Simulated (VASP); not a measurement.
Input of a VASP 6.6.1 run:

File INCAR:

```
ALGO     = Fast           # electronic algorithm
EDIFF    = 1E-8           # SCF threshold, eV
ENCUT    = 600            # plane-wave cutoff, eV
GGA      = CA             # functional
IBRION   = 6              # ionic algorithm
ISIF     = 3              # what is computed and relaxed
ISMEAR   = -1             # smearing method
LASPH    = True           # aspherical terms in the spheres
LCHARG   = True           # write CHGCAR
LREAL    = False          # projectors in reciprocal space
LWAVE    = False          # write WAVECAR
NELM     = 80             # most SCF steps
NFREE    = 2            
NSW      = 1              # ionic steps
POTIM    = 0.015          # step
PREC     = Accurate       # precision mode
SIGMA    = 0.05           # smearing width, eV
```

File KPOINTS:

```
k-points
0
Gamma
  7 7 7
```

File POSCAR:

```
Pb
1.0
    0.0000000000      2.4750200000      2.4750200000
    2.4750200000      0.0000000000      2.4750200000
    2.4750200000      2.4750200000      0.0000000000
Pb
1
Direct
    0.0000000000      0.0000000000      0.0000000000
```

Potentials or basis: VASP PAW LDA potentials, release 64 (Pb_d).

Launch:

```console
$ cat potpaw_LDA.64/Pb_d/POTCAR > POTCAR
$ mpirun -np 1 vasp_std > vasp.out
```

**Question.** Predict the elastic constants C11, C12, C44.

**Answer.** 59, 40, 27 GPa.

**Question.** Estimate the Voigt bulk modulus.

**Answer.** 46 GPa.

Elastic tensor in Voigt notation (GPa, in the Cartesian axes of the cell as first typed):
```
59 40 40  0  0  0
40 59 40  0  0  0
40 40 59  0  0  0
 0  0  0 27  0  0
 0  0  0  0 27  0
 0  0  0  0  0 27
```

Caveat: the cell is under stress, which shifts elastic constants.
